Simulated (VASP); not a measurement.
Crystal: SnTe5.

```xyz
6
Lattice="3.7768 0.0000 0.0000 0.0000 3.7768 0.0000 0.0000 0.0000 12.0913" Properties=species:S:1:pos:R:3 pbc="T T T"
Sn    1.8884    1.8884    0.0000
Te    1.8884    1.8884    4.1445
Te    1.8884    1.8884    7.9468
Te    0.0000    0.0000    1.9244
Te    0.0000    0.0000   10.1669
Te    0.0000    0.0000    6.0457
```

| Property | Result |
| --- | --- |
| Program | VASP 6.6.1 |
| Task | relaxation of cell and atoms |
| Functional | PBE |
| Potentials or basis | VASP PAW PBE potentials, release 64 (Sn_d, Te) |
| Cutoff | 600 eV |
| k mesh | 4 × 4 × 2 |
| Occupations | gaussian, width 0.1 eV |
| Spin | no spin polarisation |

At the start: pressure 0.7 GPa; volume 28.75 Å³/atom.

Question: Where does the relaxation end?

Answer: Over 7 steps the energy falls by 6.0 meV/atom and the volume is 29.09 Å³/atom (+1.2 %); space group P4/mmm (No. 123, to 0.05 Å).

The path:
```
step  energy change (eV)  largest force (eV/Å)  pressure (GPa)  volume (Å³)
   1              0.0000                0.0627            0.70       172.48
   2             -0.0317                0.0639           -0.30       175.61
   3             -0.0318                0.0640           -0.38       175.86
   4             -0.0350                0.0715            0.04       174.37
   5             -0.0351                0.0721            0.09       174.20
   6             -0.0357                0.0514            0.01       174.34
   7             -0.0360                0.0222           -0.07       174.53
```

Final structure:
```
Sn Te
1.0
     3.83836    0.00000    0.00000
     0.00000    3.83836    0.00000
     0.00000    0.00000   11.84592
Sn Te
1 5
Cartesian
  1.9192 1.9192 0.0000
  1.9192 1.9192 4.0433
  1.9192 1.9192 7.8026
  0.0000 0.0000 1.8886
  0.0000 0.0000 9.9573
  0.0000 0.0000 5.9230
```

Caveat: the k points lie up to 0.41 Å⁻¹ apart in the final cell.
